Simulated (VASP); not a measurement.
Set up this calculation in VASP 6.6.1, as the native input.

```yaml
Task: relaxation of cell and atoms
Functional: r2SCAN
Dispersion: D4
Potentials_or_basis: VASP PAW PBE potentials, release 64 (Ni, O)
Cutoff: 600 eV
k_mesh: 11 × 11 × 11
Occupations: fermi-dirac, width 0.05 eV
Spin: collinear spin, ferromagnetic start
Starting_moments: "[1.0, 0.0] μB"
Dipole_correction: no
Further_INCAR_settings: ALGO = Normal; EDIFF = 1e-06; IBRION = 2; EDIFFG = -0.01; NSW = 60; ISIF = 3
```

The system is NiO.

```
CELL_PARAMETERS angstrom
0.00000 2.08590 2.08590
2.08590 0.00000 2.08590
2.08590 2.08590 0.00000
ATOMIC_POSITIONS crystal
Ni 0.00000 0.00000 0.00000
O 0.50000 0.50000 0.50000
```

These files were run (other wordings do the same):

POSCAR

```
NiO
1.0
    0.0000000000      2.0859016414      2.0859016414
    2.0859016414      0.0000000000      2.0859016414
    2.0859016414      2.0859016414      0.0000000000
Ni O
1 1
Direct
    0.0000000000      0.0000000000      0.0000000000
    0.5000000000      0.5000000000      0.5000000000
```

INCAR.step1

```
SYSTEM = NiO
ALGO = Normal ; EDIFF = 1E-4
ENCUT = 600 ; GGA = PE
ISMEAR = -1 ; ISPIN = 2
LASPH = .TRUE. ; LCHARG = .FALSE.
LMAXMIX = 4 ; LREAL = .FALSE.
LWAVE = .TRUE. ; MAGMOM = 1 0
NELM = 150 ; PREC = Accurate
SIGMA = 0.05
```

INCAR.step2

```
SYSTEM = NiO
ALGO = Normal ; EDIFF = 1E-6
EDIFFG = -0.01 ; ENCUT = 600
IBRION = 2 ; ISIF = 3
ISMEAR = -1 ; ISPIN = 2
ISTART = 1 ; IVDW = 13
LASPH = .TRUE. ; LCHARG = .FALSE.
LMAXMIX = 4 ; LMIXTAU = .TRUE.
LORBIT = 11 ; LREAL = .FALSE.
LWAVE = .FALSE. ; MAGMOM = 1 0
METAGGA = R2SCAN ; NELM = 150
NSW = 60 ; PREC = Accurate
SIGMA = 0.05 ; VDW_A1 = 0.51559235
VDW_A2 = 5.77342911 ; VDW_S6 = 1.0
VDW_S8 = 0.6018749
```

KPOINTS

```
k-points
0
G
  11 11 11
  0 0 0
```

Potentials or basis: VASP PAW PBE potentials, release 64 (Ni, O).

Launch:

```console
$ cat potpaw_PBE.64/Ni/POTCAR potpaw_PBE.64/O/POTCAR > POTCAR
$ cp INCAR.step1 INCAR
$ mpirun -np 1 vasp_std > vasp.out
$ cp INCAR.step2 INCAR
$ mpirun -np 1 vasp_std > vasp.out
```

Results of the run:

The relaxed volume is 9.11 Å³/atom, the relaxed cell is a = 2.954 Å, b = 2.954 Å, c = 2.954 Å, α = 60.00°, β = 60.00°, γ = 60.00° and the space group after relaxing (to 0.1 Å) is Fm-3m (No. 225). The energy gained by relaxing is 0.1 meV/atom, the ionic steps are 3 and the pressure after relaxing is 0.1 GPa. The band gap on the k mesh is 0.75 eV (least direct gap 1.70 eV). The net moment is 2.00 μB per cell. The site moments are Ni +1.69; O +0.28 μB. The valence electrons inside the program's atomic spheres are Ni 8.93; O 5.05 and the dispersion energy per atom is -0.117 eV.

Caveat: semilocal functionals underestimate gaps, and a narrow one can read as zero; the PAW data sets were made with another functional, which shifts forces and pressure a little; an odd mesh through Γ misses points on the zone boundary, where band edges can lie; a cell with one magnetic atom can't hold antiferromagnetic order, which such compounds often take.

Run time: 4.3 min on 1 thread of Intel Xeon 8259CL, on a shared host, peak memory 0.18 GiB.
